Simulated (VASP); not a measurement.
# MgB (Pm-3m) in VASP: a series of runs

Runs on MgB. Level: PBE-based global hybrid. Tasks: single point.

Program: VASP 6.6.1. These are calculated values, not measurements. Logs are shortened: lines on timing, memory, paths and dates and some standing lists are left out, and cuts for length are marked.

### 1 The cell of the first run

It takes space group Pm-3m (No. 221, cubic). The conventional cell has a = 2.895 Å, b = 2.895 Å, c = 2.895 Å, α = 90.00°, β = 90.00°, γ = 90.00°. Mg (site symmetry m-3m) has 8 B at 2.51 Å and 6 Mg at 2.90 Å within 3.3 Å. Within 3.3 Å of B (site symmetry m-3m) lie 8 Mg at 2.51 Å and 6 B at 2.90 Å.

### 2 Single point, PBE-based global hybrid

The input, POSCAR:

```
MgB
1.0
    2.8951500000      0.0000000000      0.0000000000
    0.0000000000      2.8951500000      0.0000000000
    0.0000000000      0.0000000000      2.8951500000
Mg B
1 1
Direct
    0.0000000000      0.0000000000      0.0000000000
    0.5000000000      0.5000000000      0.5000000000
```

The input, INCAR.step1:

```
SYSTEM = MgB
ALGO     = Normal         ! electronic algorithm
EDIFF    = 1E-5           ! SCF threshold, eV
ENCUT    = 520            ! plane-wave cutoff, eV
GGA      = PE             ! functional
ISIF     = 2              ! what is computed and relaxed
ISMEAR   = -1             ! smearing method
LASPH    = .TRUE.         ! aspherical terms in the spheres
LCHARG   = .FALSE.        ! write CHGCAR
LREAL    = .FALSE.        ! projectors in reciprocal space
LWAVE    = .TRUE.         ! write WAVECAR
NBANDS   = 10             ! bands
NELM     = 100            ! most SCF steps
PREC     = Accurate       ! precision mode
SIGMA    = 0.05           ! smearing width, eV
```

The input, INCAR.step2:

```
SYSTEM = MgB
AEXX     = 0.1            ! exact-exchange fraction
ALGO     = Normal         ! electronic algorithm
EDIFF    = 1E-6           ! SCF threshold, eV
ENCUT    = 520            ! plane-wave cutoff, eV
GGA      = PE             ! functional
ISIF     = 2              ! what is computed and relaxed
ISMEAR   = -1             ! smearing method
ISTART   = 1            
LASPH    = .TRUE.         ! aspherical terms in the spheres
LCHARG   = .FALSE.        ! write CHGCAR
LHFCALC  = .TRUE.         ! exact exchange
LREAL    = .FALSE.        ! projectors in reciprocal space
LWAVE    = .FALSE.        ! write WAVECAR
NBANDS   = 10             ! bands
NELM     = 100            ! most SCF steps
PREC     = Accurate       ! precision mode
PRECFOCK = Normal       
SIGMA    = 0.05           ! smearing width, eV
```

The input, KPOINTS:

```
k-points
0
G
  5 5 5
  0 0 0
```

Potentials or basis: VASP PAW PBE potentials, release 64 (Mg, B).

Run with:

```bash
cat potpaw_PBE.64/Mg/POTCAR potpaw_PBE.64/B/POTCAR > POTCAR
cp INCAR.step1 INCAR
mpirun -np 1 vasp_std > vasp.out
cp INCAR.step2 INCAR
mpirun -np 1 vasp_std > vasp.out
```

OUTCAR:

```text
SYSTEM = MgB
   AEXX = 0.1
   EDIFF = 1E-6
   ENCUT = 520
   GGA = PE
   ISIF = 2
   ISMEAR = -1
   ISTART = 1
   LASPH = .TRUE.
   LHFCALC = .TRUE.
   LREAL = .FALSE.
   NELM = 100
   PREC = Accurate
   PRECFOCK = Normal

 ion  position               nearest neighbor table
   1  0.000  0.000  0.000-   2 2.51   2 2.51   2 2.51   2 2.51   2 2.51   2 2.51   2 2.51   2 2.51

   2  0.500  0.500  0.500-   1 2.51   1 2.51   1 2.51   1 2.51   1 2.51   1 2.51   1 2.51   1 2.51

  LATTYP: Found a simple cubic cell.
 ALAT       =     2.8951500000

  Lattice vectors:

 A1 = (   2.8951500000,   0.0000000000,   0.0000000000)
 A2 = (   0.0000000000,   2.8951500000,   0.0000000000)
 A3 = (   0.0000000000,   0.0000000000,   2.8951500000)

Analysis of symmetry for initial positions (statically):
=====================================================================
 Subroutine PRICEL returns:
 Original cell was already a primitive cell.

 Routine SETGRP: Setting up the symmetry group for a
 simple cubic supercell.

 Subroutine GETGRP returns: Found 48 space group operations
 (whereof 48 operations were pure point group operations)
 out of a pool of 48 trial point group operations.

The static configuration has the point symmetry O_h .

Analysis of symmetry for dynamics (positions and initial velocities):
=====================================================================
 Subroutine PRICEL returns:
 Original cell was already a primitive cell.

 Routine SETGRP: Setting up the symmetry group for a
 simple cubic supercell.

 Subroutine GETGRP returns: Found 48 space group operations
 (whereof 48 operations were pure point group operations)
 out of a pool of 48 trial point group operations.

The dynamic configuration has the point symmetry O_h .

 Subroutine INISYM returns: Found 48 space group operations
 (whereof 48 operations are pure point group operations),
 and found     1 'primitive' translations

----------------------------------------------------------------------------------------

                                     Primitive cell

  volume of cell :      24.2668

  direct lattice vectors                    reciprocal lattice vectors
     2.895150000  0.000000000  0.000000000     0.345405247  0.000000000  0.000000000
     0.000000000  2.895150000  0.000000000     0.000000000  0.345405247  0.000000000
     0.000000000  0.000000000  2.895150000     0.000000000  0.000000000  0.345405247

[... 82 lines left out ...]
   EFERMI =   0.00;   METHOD = LEGACY
   ISMEAR =    -1;   SIGMA  =   0.05  broadening in eV -4-tet -1-fermi 0-gaus
   EFERMI_NEDOS =   21; number of points for ismear=-14 and -15
   IALGO  =     38    algorithm
   IMIX   =      1    mixing-type and parameters
     AMIX     =   0.40;   BMIX     =  1.00
     AMIX_MAG =   1.60;   BMIX_MAG =  1.00
  volume/ion in A,a.u.               =      12.13        81.88
  Fermi-wavevector in a.u.,A,eV,Ry     =   0.966927  1.827227 12.720742  0.934948
  Thomas-Fermi vector in A             =   2.096770
   LORBIT       =      0    0 simple, 1 ext, 2 COOP (PROOUT), +10 PAW based schemes
   GGA     = PE    functional components
   LHFCALC =     T    Hartree Fock is set to
   PRECFOCK=normal    Normal, Fast or Accurate (Low or Medium for compatibility)
   ENCUT4O =  -1.0   cutoff for four orbital integrals eV
   NKREDX  =     1    reduce k-point grid by
   NKREDY  =     1    reduce k-point grid by
   NKREDZ  =     1    reduce k-point grid by
   AEXX    =    0.1000 exact exchange contribution
   HFSCREEN=    0.0000 screening length (either q_TF or 0.3 A-1)
   HFSCREENC=   0.0000 screening length for correlation (either q_TF or 0.3 A-1)
   ENCUTFOCK=  -1.0 apply spherical cutoff to Coloumb kernel
   IVDW    =     0    specifies the selected vdW correction
   LEPSILON=     F    determine dielectric tensor
   LRPA    =     F    only Hartree local field effects (RPA)
 non-spin polarized calculation
  energy-cutoff  :      520.00
  volume of cell :       24.27
 maximum number of plane-waves:       670
 NGX is ok and might be reduce to    24
  NGX = 18; NGY = 18; NGZ = 18

 number of electron       5.0000000 magnetization

 Free energy of the ion-electron system (eV)
  ---------------------------------------------------
  ext. energy  EPLUGINS =         0.00000000
  ---------------------------------------------------
  free energy    TOTEN  =        -6.88146686 eV

  energy without entropy =       -6.87549309  energy(sigma->0) =       -6.87847997

 E-fermi :   4.6486     XC(G=0):  -9.4817

 val. band max:        4.3210175294   @ k =   0.2000   0.2000   0.2000
 cond. band min:       4.6924586827   @ k =   0.2000   0.2000   0.0000
 fundamental gap:      0.3714411533
 Fermi energy:         4.6486171776

 k-point     1 :       0.0000    0.0000    0.0000
  band No.  band energies     occupation
      1      -6.9989      2.00000
      2       7.4323      0.00000
      3       7.4323      0.00000
      4       7.4323      0.00000
      5      11.9547      0.00000
      6      11.9547      0.00000
      7      14.0587      0.00000
      8      23.4505      0.00000
      9      23.4505      0.00000
     10      23.4505      0.00000
[... 105 lines left out ...]
 k-point    10 :       0.4000    0.4000    0.4000
  band No.  band energies     occupation
      1       0.0286      2.00000
      2       3.0322      2.00000
      3       3.0322      2.00000
      4       4.2577      1.99920
      5       9.8487      0.00000
      6       9.8487      0.00000
      7       9.9149      0.00000
      8      17.0128      0.00000
      9      25.5209      0.00000
     10      25.8613      0.00000

------------------------ aborting loop because EDIFF is reached ----------------------------------------

  FORCE on cell =-STRESS in cart. coord.  units (eV):
  Direction    XX          YY          ZZ          XY          YZ          ZX
  --------------------------------------------------------------------------------------
  -------------------------------------------------------------------------------------
  Total       -0.0487316     -0.0487316     -0.0487316     -0.0000000     -0.0000000     -0.0000000
  in kB       -3.2174245     -3.2174245     -3.2174245     -0.0000000     -0.0000000     -0.0000000
  external PRESSURE =      -3.2174245 kB  Pullay stress =       0.0000000 kB

 VOLUME and BASIS-vectors are now :
 -----------------------------------------------------------------------------
  energy-cutoff  :      520.00
  volume of cell :       24.27
      direct lattice vectors                 reciprocal lattice vectors
     2.895150000  0.000000000  0.000000000     0.345405247  0.000000000  0.000000000
     0.000000000  2.895150000  0.000000000     0.000000000  0.345405247  0.000000000
     0.000000000  0.000000000  2.895150000     0.000000000  0.000000000  0.345405247

 POSITION                                       TOTAL-FORCE (eV/Angst)
 -----------------------------------------------------------------------------------
      0.00000      0.00000      0.00000         0.000000      0.000000      0.000000
      1.44758      1.44758      1.44758         0.000000      0.000000      0.000000
 -----------------------------------------------------------------------------------
    total drift:                                0.000000     -0.000000      0.000000

  FREE ENERGIE OF THE ION-ELECTRON SYSTEM (eV)
  ---------------------------------------------------
  free  energy   TOTEN  =        -6.8814668558 eV

  energy  without entropy=       -6.8754930915  energy(sigma->0) =       -6.87847997
```

OUTCAR.step1:

```text
SYSTEM = MgB
   EDIFF = 1E-5
   ENCUT = 520
   GGA = PE
   ISIF = 2
   ISMEAR = -1
   LASPH = .TRUE.
[... 335 lines left out ...]
      0.00000      0.00000      0.00000         0.000000      0.000000      0.000000
      1.44758      1.44758      1.44758         0.000000      0.000000      0.000000
 -----------------------------------------------------------------------------------
    total drift:                                0.000000     -0.000000     -0.000000

  FREE ENERGIE OF THE ION-ELECTRON SYSTEM (eV)
  ---------------------------------------------------
  free  energy   TOTEN  =        -6.5366478233 eV

  energy  without entropy=       -6.5260178642  energy(sigma->0) =       -6.53133284
```

Run time: 93 s. Hardware: 1 thread of Intel Xeon 8259CL, shared host; peak memory 0.15 GiB.

Results:

| Property | Result |
| --- | --- |
| Free energy | -6.8815 eV |
| Pressure | -0.3 GPa |

Caveat: the k points lie up to 0.43 Å⁻¹ apart; the PAW data sets were made with another functional, which shifts forces and pressure a little.

### 3 Single point, PBE-based global hybrid

POSCAR is that of step 2.

The input, INCAR.step1:

```
SYSTEM = MgB
ALGO = Normal ; EDIFF = 1E-5
ENCUT = 520 ; GGA = PE
ISIF = 2 ; ISMEAR = -1
LASPH = .True. ; LCHARG = .False.
LREAL = .False. ; LWAVE = .True.
NBANDS = 10 ; NELM = 80
PREC = Accurate ; SIGMA = 0.05
```

The input, INCAR.step2:

```
SYSTEM = MgB
AEXX = 0.15 ; ALGO = Normal
EDIFF = 1E-7 ; ENCUT = 520
GGA = PE ; ISIF = 2
ISMEAR = -1 ; ISTART = 1
LASPH = .True. ; LCHARG = .False.
LHFCALC = .True. ; LREAL = .False.
LWAVE = .False. ; NBANDS = 10
NELM = 80 ; PREC = Accurate
PRECFOCK = Normal ; SIGMA = 0.05
```

The input, KPOINTS:

```
k-points
0
Gamma
  5 5 5
  0 0 0
```

Potentials or basis: VASP PAW PBE potentials, release 64 (Mg, B).

Run with:

```bash
cat potpaw_PBE.64/Mg/POTCAR potpaw_PBE.64/B/POTCAR > POTCAR
cp INCAR.step1 INCAR
mpirun -np 1 vasp_std > vasp.out
cp INCAR.step2 INCAR
mpirun -np 1 vasp_std > vasp.out
```

OUTCAR:

```text
SYSTEM = MgB
   AEXX = 0.15
   EDIFF = 1E-7
   ENCUT = 520
   GGA = PE
   ISIF = 2
   ISMEAR = -1
   ISTART = 1
   LASPH = .True.
   LHFCALC = .True.
   LREAL = .False.
   NELM = 80
   PREC = Accurate
   PRECFOCK = Normal

 ion  position               nearest neighbor table
   1  0.000  0.000  0.000-   2 2.51   2 2.51   2 2.51   2 2.51   2 2.51   2 2.51   2 2.51   2 2.51

   2  0.500  0.500  0.500-   1 2.51   1 2.51   1 2.51   1 2.51   1 2.51   1 2.51   1 2.51   1 2.51

  LATTYP: Found a simple cubic cell.
 ALAT       =     2.8951500000

  Lattice vectors:

 A1 = (   2.8951500000,   0.0000000000,   0.0000000000)
 A2 = (   0.0000000000,   2.8951500000,   0.0000000000)
 A3 = (   0.0000000000,   0.0000000000,   2.8951500000)

Analysis of symmetry for initial positions (statically):
=====================================================================
 Subroutine PRICEL returns:
 Original cell was already a primitive cell.

 Routine SETGRP: Setting up the symmetry group for a
 simple cubic supercell.

 Subroutine GETGRP returns: Found 48 space group operations
 (whereof 48 operations were pure point group operations)
 out of a pool of 48 trial point group operations.

The static configuration has the point symmetry O_h .

Analysis of symmetry for dynamics (positions and initial velocities):
=====================================================================
 Subroutine PRICEL returns:
 Original cell was already a primitive cell.

 Routine SETGRP: Setting up the symmetry group for a
 simple cubic supercell.

 Subroutine GETGRP returns: Found 48 space group operations
 (whereof 48 operations were pure point group operations)
 out of a pool of 48 trial point group operations.

The dynamic configuration has the point symmetry O_h .

 Subroutine INISYM returns: Found 48 space group operations
 (whereof 48 operations are pure point group operations),
 and found     1 'primitive' translations

[... 113 lines left out ...]
   HFSCREENC=   0.0000 screening length for correlation (either q_TF or 0.3 A-1)
   ENCUTFOCK=  -1.0 apply spherical cutoff to Coloumb kernel
   IVDW    =     0    specifies the selected vdW correction
   LEPSILON=     F    determine dielectric tensor
   LRPA    =     F    only Hartree local field effects (RPA)
 non-spin polarized calculation
  energy-cutoff  :      520.00
  volume of cell :       24.27
 maximum number of plane-waves:       670
 NGX is ok and might be reduce to    24
  NGX = 18; NGY = 18; NGZ = 18

 number of electron       5.0000000 magnetization

 Free energy of the ion-electron system (eV)
  ---------------------------------------------------
  ext. energy  EPLUGINS =         0.00000000
  ---------------------------------------------------
  free energy    TOTEN  =        -7.05725646 eV

  energy without entropy =       -7.05143830  energy(sigma->0) =       -7.05434738

 E-fermi :   4.6822     XC(G=0):  -9.0426

 val. band max:        4.2423184440   @ k =   0.2000   0.2000   0.2000
 cond. band min:       4.7264623015   @ k =   0.2000   0.2000   0.0000
 fundamental gap:      0.4841438575
 Fermi energy:         4.6821512098

 k-point     1 :       0.0000    0.0000    0.0000
  band No.  band energies     occupation
      1      -7.4216      2.00000
      2       7.5905      0.00000
      3       7.5905      0.00000
      4       7.5905      0.00000
      5      12.1156      0.00000
      6      12.1156      0.00000
      7      14.3033      0.00000
      8      23.7793      0.00000
      9      23.7793      0.00000
     10      23.7793      0.00000
[... 105 lines left out ...]
 k-point    10 :       0.4000    0.4000    0.4000
  band No.  band energies     occupation
      1      -0.2200      2.00000
      2       2.8941      2.00000
      3       2.8941      2.00000
      4       4.1658      1.99993
      5      10.0136      0.00000
      6      10.0136      0.00000
      7      10.0909      0.00000
      8      17.2678      0.00000
      9      25.8699      0.00000
     10      26.2183      0.00000

------------------------ aborting loop because EDIFF is reached ----------------------------------------

  FORCE on cell =-STRESS in cart. coord.  units (eV):
  Direction    XX          YY          ZZ          XY          YZ          ZX
  --------------------------------------------------------------------------------------
  -------------------------------------------------------------------------------------
  Total       -0.0950397     -0.0950397     -0.0950397     -0.0000000     -0.0000000      0.0000000
  in kB       -6.2748339     -6.2748339     -6.2748339     -0.0000000     -0.0000000      0.0000000
  external PRESSURE =      -6.2748339 kB  Pullay stress =       0.0000000 kB

 VOLUME and BASIS-vectors are now :
 -----------------------------------------------------------------------------
  energy-cutoff  :      520.00
  volume of cell :       24.27
      direct lattice vectors                 reciprocal lattice vectors
     2.895150000  0.000000000  0.000000000     0.345405247  0.000000000  0.000000000
     0.000000000  2.895150000  0.000000000     0.000000000  0.345405247  0.000000000
     0.000000000  0.000000000  2.895150000     0.000000000  0.000000000  0.345405247

 POSITION                                       TOTAL-FORCE (eV/Angst)
 -----------------------------------------------------------------------------------
      0.00000      0.00000      0.00000         0.000000      0.000000      0.000000
      1.44758      1.44758      1.44758         0.000000      0.000000      0.000000
 -----------------------------------------------------------------------------------
    total drift:                                0.000000     -0.000000      0.000000

  FREE ENERGIE OF THE ION-ELECTRON SYSTEM (eV)
  ---------------------------------------------------
  free  energy   TOTEN  =        -7.0572564590 eV

  energy  without entropy=       -7.0514383024  energy(sigma->0) =       -7.05434738
```

OUTCAR.step1:

```text
SYSTEM = MgB
   EDIFF = 1E-5
   ENCUT = 520
   GGA = PE
   ISIF = 2
   ISMEAR = -1
   LASPH = .True.
[... 335 lines left out ...]
      0.00000      0.00000      0.00000         0.000000      0.000000      0.000000
      1.44758      1.44758      1.44758         0.000000      0.000000      0.000000
 -----------------------------------------------------------------------------------
    total drift:                                0.000000     -0.000000     -0.000000

  FREE ENERGIE OF THE ION-ELECTRON SYSTEM (eV)
  ---------------------------------------------------
  free  energy   TOTEN  =        -6.5366478233 eV

  energy  without entropy=       -6.5260178642  energy(sigma->0) =       -6.53133284
```

OSZICAR.step1:

```text
N       E                     dE             d eps       ncg     rms          rms(c)
DAV:   1    -0.264022557085E+00   -0.26402E+00   -0.16940E+03   224   0.322E+02
DAV:   2    -0.658427950072E+01   -0.63203E+01   -0.59722E+01   244   0.548E+01
DAV:   3    -0.673613277744E+01   -0.15185E+00   -0.14630E+00   256   0.603E+00
DAV:   4    -0.673642802079E+01   -0.29524E-03   -0.29523E-03   230   0.291E-01
DAV:   5    -0.673642904275E+01   -0.10220E-05   -0.10216E-05   240   0.185E-02    0.182E+00
DAV:   6    -0.658070481856E+01    0.15572E+00   -0.19287E-01   224   0.165E+00    0.971E-01
DAV:   7    -0.653865148150E+01    0.42053E-01   -0.11955E-01   226   0.132E+00    0.328E-01
DAV:   8    -0.653665250417E+01    0.19990E-02   -0.25331E-03   226   0.410E-01    0.313E-02
DAV:   9    -0.653664782335E+01    0.46808E-05   -0.16059E-05   238   0.217E-02
   1 F= -.65366478E+01 E0= -.65313328E+01  d E =-.106300E-01
```

Wall time 2.9 min (1 thread of Intel Xeon 8259CL, shared host); peak memory 0.14 GiB.

What came out:

```yaml
Free_energy: -7.0573 eV
Pressure: -0.6 GPa
```

Caveat: the k points lie up to 0.43 Å⁻¹ apart; the PAW data sets were made with another functional, which shifts forces and pressure a little.

### 4 Single point, PBE-based global hybrid

POSCAR is that of step 3.

The input, INCAR.step1:

```
  PREC = Accurate
  ENCUT = 520
  EDIFF = 1E-5
  ISMEAR = -1
  SIGMA = 0.05
  LREAL = F
  LASPH = T
  NELM = 60
  ALGO = Normal
  ISIF = 2
  LWAVE = T
  GGA = PE
  NBANDS = 10
```

The input, INCAR.step2:

```
  PREC = Accurate
  ENCUT = 520
  EDIFF = 1E-6
  ISMEAR = -1
  SIGMA = 0.05
  LREAL = F
  LASPH = T
  NELM = 60
  ALGO = Normal
  ISIF = 2
  LWAVE = F
  LCHARG = T
  GGA = PE
  LHFCALC = T
  AEXX = 0.25
  PRECFOCK = Normal
  LELF = T
  LVHAR = T
  ISTART = 1
  NBANDS = 10
```

The input, KPOINTS:

```
regular mesh
0
Gamma
  5 5 5
```

Run with:

```bash
cat potpaw_PBE.64/Mg/POTCAR potpaw_PBE.64/B/POTCAR > POTCAR
cp INCAR.step1 INCAR
mpirun -np 1 vasp_std > vasp.out
cp INCAR.step2 INCAR
mpirun -np 1 vasp_std > vasp.out
```

It took 2.1 min on 1 thread of Intel Xeon 8259CL, shared host; peak memory 0.15 GiB.

The run converged. Its results:

| Quantity | Value |
| --- | --- |
| Free energy | -7.4141 eV |
| Pressure | -1.2 GPa |

Levels at points of the mesh, in eV from the Fermi level:
```
           k point  band 1  band 2  band 3  band 4  band 5
(0.00, 0.00, 0.00)  -13.02    3.16    3.16    3.16    7.69
```

Caveat: the k points lie up to 0.43 Å⁻¹ apart; the PAW data sets were made with another functional, which shifts forces and pressure a little.

### 5 The runs side by side

```csv
share of exact exchange,gap on the mesh (eV),pressure (GPa)
0.1,none,-0.3
0.15,none,-0.6
0.25,none,-1.2
```

Alike in all rows: task single point; level PBE-based global hybrid; potentials or basis VASP PAW PBE potentials, release 64 (Mg, B); no spin polarisation; cell as given; k mesh 5 × 5 × 5; cutoff (eV) 520; smearing fermi-dirac 0.05 eV.

Caveats: all runs use coarse meshes; the PAW data sets were made with another functional, which shifts forces and pressure a little.

Absolute energies hang on the potentials; compare differences alone.
